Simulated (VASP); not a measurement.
Set up this calculation in VASP 6.6.1, as the native input.

* Task: single point
* Functional: RPBE
* Potentials or basis: VASP PAW PBE potentials, release 64 (Rb_sv)
* Cutoff: 520 eV
* k mesh: 8 × 8 × 8
* Occupations: fermi-dirac, width 0.1 eV
* Spin: no spin polarisation
* Dipole correction: no
* Further INCAR settings: ALGO = Normal; EDIFF = 1e-06; NBANDS = 10

The structure of Rb lies in POSCAR:

```
Rb
1.0
    0.0000000000      3.7455949699      3.7455949699
    3.7455949699      0.0000000000      3.7455949699
    3.7455949699      3.7455949699      0.0000000000
Rb
1
Direct
    0.0000000000      0.0000000000      0.0000000000
```

This cell differs from its parent crystal: volume scaled by 1.04.

These files were run (other wordings do the same):

INCAR

```
PREC = Accurate ; ENCUT = 520
EDIFF = 1E-6 ; ISMEAR = -1
SIGMA = 0.1 ; LREAL = False
LASPH = True ; NELM = 100
ALGO = Normal ; ISIF = 2
LWAVE = False ; LCHARG = True
GGA = RP ; LELF = True
LVHAR = True ; NBANDS = 10
```

KPOINTS

```
Automatic mesh
0
Gamma
  8 8 8
```

Potentials or basis: VASP PAW PBE potentials, release 64 (Rb_sv).

Run with:

```sh
$ cat potpaw_PBE.64/Rb_sv/POTCAR > POTCAR
$ mpirun -np 1 vasp_std > vasp.out
```

Results of the run:

| Item | Value |
| --- | --- |
| Pressure | -0.1 GPa |

Caveat: the PAW data sets were made with another functional, which shifts forces and pressure a little.

Wall time 20 s on 1 thread of Intel(R) Xeon(R) Platinum 8259CL CPU @ 2.50GHz (Skylake/Cascade Lake), with other jobs on the host, peak memory 0.23 GiB.
